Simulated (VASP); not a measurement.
# CdSb2C (P-4m2) in VASP: settings compared, part 2 of 2

VASP 6.6.1. The steps go on from the part before.

## Step 3: Single point, HSE06

POSCAR reads:

```
CdSb2C
1.0
    3.8334338938      0.0000000000      0.0000000000
    0.0000000000      3.8334338938      0.0000000000
    0.0000000000      0.0000000000      6.6035399915
Cd Sb C
1 2 1
Direct
    0.0000000000      0.0000000000      0.0000000000
    0.0000000000      0.5000000000      0.3114037710
    0.5000000000      0.0000000000      0.6885962290
    0.5000000000      0.5000000000      0.5000000000
```

INCAR.step1 reads:

```
SYSTEM = CdSb2C
PREC = Accurate
ENCUT = 520
EDIFF = 1E-5
ISMEAR = -1
SIGMA = 0.02
LREAL = .FALSE.
LASPH = .TRUE.
NELM = 60
ALGO = Normal
ISIF = 2
LWAVE = .TRUE.
LCHARG = .FALSE.
NBANDS = 21
GGA = PE
```

INCAR.step2 reads:

```
SYSTEM = CdSb2C
PREC = Accurate
ENCUT = 520
EDIFF = 1E-6
ISMEAR = -1
SIGMA = 0.02
LREAL = .FALSE.
LASPH = .TRUE.
NELM = 60
ALGO = Normal
ISIF = 2
LWAVE = .FALSE.
LCHARG = .FALSE.
GGA = PE
LHFCALC = .TRUE.
HFSCREEN = 0.2079
PRECFOCK = Normal
NBANDS = 21
ISTART = 1
```

KPOINTS reads:

```
regular mesh
0
G
  4 4 2
  0 0 0
```

Potentials or basis: VASP PAW PBE potentials, release 64 (Cd, Sb, C).

The run is started by

```sh
cat potpaw_PBE.64/Cd/POTCAR potpaw_PBE.64/Sb/POTCAR potpaw_PBE.64/C/POTCAR > POTCAR
cp INCAR.step1 INCAR
mpirun -np 1 vasp_std > vasp.out
cp INCAR.step2 INCAR
mpirun -np 1 vasp_std > vasp.out
```

OUTCAR:

```text
SYSTEM = CdSb2C
   PREC = Accurate
   ENCUT = 520
   EDIFF = 1E-6
   ISMEAR = -1
   LREAL = .FALSE.
   LASPH = .TRUE.
   NELM = 60
   ISIF = 2
   GGA = PE
   LHFCALC = .TRUE.
   HFSCREEN = 0.2079
   PRECFOCK = Normal
   ISTART = 1

 ion  position               nearest neighbor table
   1  0.000  0.000  0.000-   2 2.81   3 2.81   2 2.81   3 2.81
   2  0.000  0.500  0.311-   4 2.29   4 2.29   1 2.81   1 2.81   3 3.68   3 3.68   3 3.68   3 3.68

   3  0.500  0.000  0.689-   4 2.29   4 2.29   1 2.81   1 2.81   2 3.68   2 3.68   2 3.68   2 3.68

   4  0.500  0.500  0.500-   2 2.29   3 2.29   3 2.29   2 2.29

  LATTYP: Found a simple tetragonal cell.
 ALAT       =     3.8334338938
 C/A-ratio  =     1.7226174168

  Lattice vectors:

 A1 = (   3.8334338938,   0.0000000000,   0.0000000000)
 A2 = (   0.0000000000,   3.8334338938,   0.0000000000)
 A3 = (   0.0000000000,   0.0000000000,   6.6035399915)

Analysis of symmetry for initial positions (statically):
=====================================================================
 Subroutine PRICEL returns:
[... 166 lines left out ...]
  free energy    TOTEN  =       -18.38014698 eV

  energy without entropy =      -18.37840401  energy(sigma->0) =      -18.37927550

 E-fermi :   5.9659     XC(G=0):  -7.9978

 val. band max:        5.7731946057   @ k =   0.0000   0.0000   0.5000
 cond. band min:       5.9659494464   @ k =   0.0000   0.0000   0.5000
 fundamental gap:      0.1927548407
 Fermi energy:         5.9659254566

 k-point     1 :       0.0000    0.0000    0.0000
  band No.  band energies     occupation
      1     -10.0903      2.00000
      2      -6.2380      2.00000
      3      -5.5153      2.00000
      4      -5.5143      2.00000
      5      -5.5143      2.00000
      6      -5.3500      2.00000
[... 277 lines left out ...]
     20      10.2443      0.00000
     21      10.2443      0.00000

------------------------ aborting loop because EDIFF is reached ----------------------------------------

  FORCE on cell =-STRESS in cart. coord.  units (eV):
  Direction    XX          YY          ZZ          XY          YZ          ZX
  --------------------------------------------------------------------------------------
  -------------------------------------------------------------------------------------
  Total       -0.5812152     -0.5812152     -1.1007671      0.0000000      0.0000000      0.0000000
  in kB       -9.5961009     -9.5961009    -18.1741143      0.0000000      0.0000000      0.0000000
  external PRESSURE =     -12.4554387 kB  Pullay stress =       0.0000000 kB

 VOLUME and BASIS-vectors are now :
 -----------------------------------------------------------------------------
  energy-cutoff  :      520.00
  volume of cell :       97.04
      direct lattice vectors                 reciprocal lattice vectors
     3.833433894  0.000000000  0.000000000     0.260862722  0.000000000  0.000000000
     0.000000000  3.833433894  0.000000000     0.000000000  0.260862722  0.000000000
     0.000000000  0.000000000  6.603539991     0.000000000  0.000000000  0.151433928

 POSITION                                       TOTAL-FORCE (eV/Angst)
 -----------------------------------------------------------------------------------
      0.00000      0.00000      0.00000        -0.000000     -0.000000      0.000000
      0.00000      1.91672      2.05637        -0.000000      0.000000      0.769568
      1.91672      0.00000      4.54717        -0.000000     -0.000000     -0.769568
      1.91672      1.91672      3.30177         0.000000     -0.000000      0.000000
 -----------------------------------------------------------------------------------
    total drift:                               -0.000000     -0.000000     -0.000010

  FREE ENERGIE OF THE ION-ELECTRON SYSTEM (eV)
  ---------------------------------------------------
  free  energy   TOTEN  =       -18.3801469761 eV

  energy  without entropy=      -18.3784040145  energy(sigma->0) =      -18.37927550
```

OSZICAR.step1:

```text
N       E                     dE             d eps       ncg     rms          rms(c)
DAV:   1     0.149655294508E+03    0.14966E+03   -0.11019E+04   504   0.106E+03
DAV:   2    -0.668072722638E+01   -0.15634E+03   -0.15152E+03   569   0.250E+02
DAV:   3    -0.167817755518E+02   -0.10101E+02   -0.99369E+01   639   0.620E+01
DAV:   4    -0.169389077711E+02   -0.15713E+00   -0.15700E+00   559   0.754E+00
DAV:   5    -0.169406295523E+02   -0.17218E-02   -0.17217E-02   633   0.890E-01    0.822E+00
DAV:   6    -0.152746312362E+02    0.16660E+01   -0.13342E+01   696   0.206E+01    0.568E+00
DAV:   7    -0.151916858826E+02    0.82945E-01   -0.15061E+00   538   0.628E+00    0.294E+00
DAV:   8    -0.151876971436E+02    0.39887E-02   -0.26164E-01   562   0.249E+00    0.898E-01
DAV:   9    -0.151790885669E+02    0.86086E-02   -0.33937E-02   600   0.913E-01    0.189E-01
DAV:  10    -0.151792955873E+02   -0.20702E-03   -0.62916E-03   524   0.413E-01    0.721E-02
DAV:  11    -0.151793621703E+02   -0.66583E-04   -0.33028E-04   587   0.963E-02    0.290E-02
DAV:  12    -0.151793707226E+02   -0.85523E-05   -0.42758E-05   545   0.378E-02
   1 F= -.15179371E+02 E0= -.15177683E+02  d E =-.337451E-02
```

It took 23 min on 1 thread of Intel Xeon Platinum 8259CL at 2.50GHz (Skylake/Cascade Lake), shared host; peak memory 0.34 GiB.

What came out:

```
Free energy            : -18.3801 eV
Pressure               : -1.2 GPa
Largest force          : 0.770 eV/Å
Band gap on the k mesh : zero (bands 13 and 14 overlap by 0.18 eV)
```

Forces in eV/Å, atoms in the order of the input:
```
Cd   0.000  0.000  0.000
Sb   0.000  0.000  0.770
Sb   0.000  0.000 -0.770
C    0.000  0.000  0.000
```

Levels at points of the mesh, in eV from the Fermi level:
```csv
k point,band 10,band 11,band 12,band 13,band 14,band 15,band 16,band 17
"(0.00, 0.00, 0.00)",-4.95,-2.82,-2.18,0.18,0.81,0.81,2.41,3.02
"(0.50, 0.00, 0.00)",-5.41,-4.92,-4.26,-0.32,0.39,1.97,2.39,4.30
"(0.50, 0.50, 0.00)",-5.91,-4.35,-4.35,-3.33,0.31,0.52,0.91,0.91
"(0.00, 0.00, 0.50)",-4.84,-4.84,-1.13,-0.19,0.00,0.00,4.18,4.33
"(0.50, 0.00, 0.50)",-4.27,-3.51,-2.93,-1.69,0.49,0.70,1.84,3.79
"(0.50, 0.50, 0.50)",-5.18,-4.91,-4.72,-4.72,1.81,2.66,2.66,2.77
```

Caveat: the k points lie up to 0.48 Å⁻¹ apart; the PAW data sets were made with another functional, which shifts forces and pressure a little; spin-orbit coupling is left out, which moves the levels of the heavy elements.

The gap in the log of VASP goes by the Fermi energy; the results here count the filled bands.